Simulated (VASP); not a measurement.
# BaHfO3: vibrations by perturbation theory with PBE

The system is BaHfO3.

```xyz
5
Lattice="4.2062 0.0000 0.0000 0.0000 4.2062 0.0000 0.0000 0.0000 4.2062" Properties=species:S:1:pos:R:3 pbc="T T T"
Ba    2.1031    2.1031    2.1031
Hf    0.0000    0.0000    0.0000
O     0.0000    2.1031    0.0000
O     0.0000    0.0000    2.1031
O     2.1031    0.0000    0.0000
```

| Item | Value |
| --- | --- |
| Program | VASP 6.6.1 |
| Task | vibrations by perturbation theory |
| Functional | PBE |
| Potentials or basis | VASP PAW PBE potentials, release 64 (Ba_sv, Hf_pv, O) |
| Cutoff | 520 eV |
| k mesh | 6 × 6 × 6 |
| Occupations | gaussian, width 0.01 eV |
| Spin | no spin polarisation |
| Dipole correction | no |
| Further INCAR settings | ALGO = Normal; EDIFF = 1e-08; IBRION = 8; NSW = 1 |

```json
{
 "Electronic dielectric tensor (diagonal)": "4.65",
 "Born charges (mean of the diagonal)": "Ba +2.74; Hf +5.81; O -2.85 e",
 "Highest phonon frequency at Γ, LO-TO splitting left out": "490 cm⁻¹"
}
```

Phonon frequencies in cm⁻¹ (negative: imaginary):
| q point | frequencies |
| --- | --- |
| (0.000, 0.000, 0.000) | 0 0 0 105 105 105 187 187 187 218 218 218 490 490 490 |

Electronic dielectric tensor:
```
4.65 0.00 0.00
0.00 4.65 0.00
0.00 0.00 4.65
```

Born effective charge tensors (e):
atom 1, Ba
```
2.74 0.00 0.00
0.00 2.74 0.00
0.00 0.00 2.74
```
atom 2, Hf
```
5.81 0.00 0.00
0.00 5.81 0.00
0.00 0.00 5.81
```
atom 3, O
```
-1.99  0.00  0.00
 0.00 -4.56  0.00
 0.00  0.00 -1.99
```
atom 4, O
```
-1.99  0.00  0.00
 0.00 -1.99  0.00
 0.00  0.00 -4.56
```
atom 5, O
```
-4.56  0.00  0.00
 0.00 -1.99  0.00
 0.00  0.00 -1.99
```

Run time: 14 min on 1 thread of Intel(R) Xeon(R) Platinum 8259CL CPU @ 2.50GHz (Skylake/Cascade Lake), with other jobs on the host, peak memory 0.49 GiB.
